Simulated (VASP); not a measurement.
## Hf: single point with PBE

Crystal: Hf.

```
CELL_PARAMETERS angstrom
4.92615 0.00000 0.00000
-2.46307 4.26617 0.00000
0.00000 0.00000 3.05679
ATOMIC_POSITIONS crystal
Hf 0.66667 0.33333 0.50000
Hf 0.33333 0.66667 0.50000
Hf 0.00000 0.00000 0.00000
```

This cell differs from its parent crystal: volume scaled by 0.960.

```
Program             : VASP 6.6.1
Task                : single point
Functional          : PBE
Potentials or basis : VASP PAW PBE potentials, release 64 (Hf_pv)
Cutoff              : 520 eV
k mesh              : 10 × 10 × 14
Occupations         : gaussian, width 0.05 eV
Spin                : no spin polarisation
```

The pressure is 4.3 GPa and the band gap on the k mesh is zero (band 15 reaches 5.40 eV, above the bottom of band 16 at 4.42 eV).

Stress tensor (GPa, compression positive):
```
4.19 0.00 0.00
0.00 4.19 0.00
0.00 0.00 4.50
```

Levels at points of the mesh, in eV from the Fermi level:
```
           k point  band 13  band 14  band 15  band 16  band 17  band 18
(0.00, 0.00, 0.00)    -0.63    -0.63    -0.60    -0.60     1.12     2.19
(0.50, 0.00, 0.00)    -0.50    -0.45    -0.37     0.17     0.88     1.17
(0.00, 0.00, 0.50)    -2.16    -1.97    -1.97     1.41     1.41     2.10
(0.50, 0.00, 0.50)    -1.47    -0.79    -0.70     0.58     0.62     1.14
```

It took 120 s on 1 thread of Intel(R) Xeon(R) Platinum 8488C (Sapphire Rapids) (shared host), peak memory 0.27 GiB.

Caveat: spin-orbit coupling is left out, which moves the levels of the heavy elements.
